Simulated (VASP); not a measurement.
Write the native input for VASP 6.6.1 that does the following.

* Task: relaxation of cell and atoms
* Functional: PBE
* Potentials or basis: VASP PAW PBE potentials, release 64 (B, N)
* Cutoff: 600 eV
* k mesh: 11 × 11 × 11
* Occupations: gaussian, width 0.01 eV
* Spin: no spin polarisation
* Target pressure: 60 GPa
* Dipole correction: no
* Further INCAR settings: ALGO = Normal; EDIFF = 1e-07; IBRION = 2; EDIFFG = -0.03; NSW = 80; ISIF = 3

The structure of BN lies in POSCAR:

```
BN
1.0
    0.0000000000      1.8000000000      1.8000000000
    1.8000000000      0.0000000000      1.8000000000
    1.8000000000      1.8000000000      0.0000000000
B N
1 1
Direct
    0.0000000000      0.0000000000      0.0000000000
    0.2500000000      0.2500000000      0.2500000000
```

These files were run (other wordings do the same):

INCAR

```
SYSTEM = BN
PREC     = Accurate       ! precision mode
ENCUT    = 600            ! plane-wave cutoff, eV
EDIFF    = 1E-7           ! SCF threshold, eV
ISMEAR   = 0              ! smearing method
SIGMA    = 0.01           ! smearing width, eV
LREAL    = .FALSE.        ! projectors in reciprocal space
LASPH    = .TRUE.         ! aspherical terms in the spheres
NELM     = 120            ! most SCF steps
ALGO     = Normal         ! electronic algorithm
ISIF     = 3              ! what is computed and relaxed
LWAVE    = .FALSE.        ! write WAVECAR
LCHARG   = .FALSE.        ! write CHGCAR
GGA      = PE             ! functional
IBRION   = 2              ! ionic algorithm
NSW      = 80             ! ionic steps
EDIFFG   = -0.03          ! ionic threshold
PSTRESS  = 600.0        
GGA_COMPAT= .FALSE.      
NELMIN   = 4
```

KPOINTS

```
regular mesh
0
G
  11 11 11
  0 0 0
```

Potentials or basis: VASP PAW PBE potentials, release 64 (B, N).

The run is started by

```sh
$ cat potpaw_PBE.64/B/POTCAR potpaw_PBE.64/N/POTCAR > POTCAR
$ mpirun -np 1 vasp_std > vasp.out
```

Results of the run:

| Quantity | Value |
| --- | --- |
| Relaxed volume | 5.25 Å³/atom |
| Relaxed cell | a = 2.457 Å, b = 2.457 Å, c = 2.457 Å, α = 60.00°, β = 60.00°, γ = 60.00° |
| Space group after relaxing (to 0.1 Å) | F-43m (No. 216) |
| Energy change on relaxing (the run minimises the enthalpy) | +116.1 meV/atom |
| Ionic steps | 4 |
| Pressure after relaxing | 59.5 GPa |
| Band gap on the k mesh | 4.69 eV (least direct gap 9.39 eV) |

Caveat: the cell is relaxed towards a set pressure, so the run minimises the enthalpy, not the energy; an odd mesh through Γ misses points on the zone boundary, where band edges can lie.

Wall time 12 s on 1 thread of AMD EPYC 7R13 Processor (Zen 3), with other jobs on the host, peak memory 0.09 GiB.
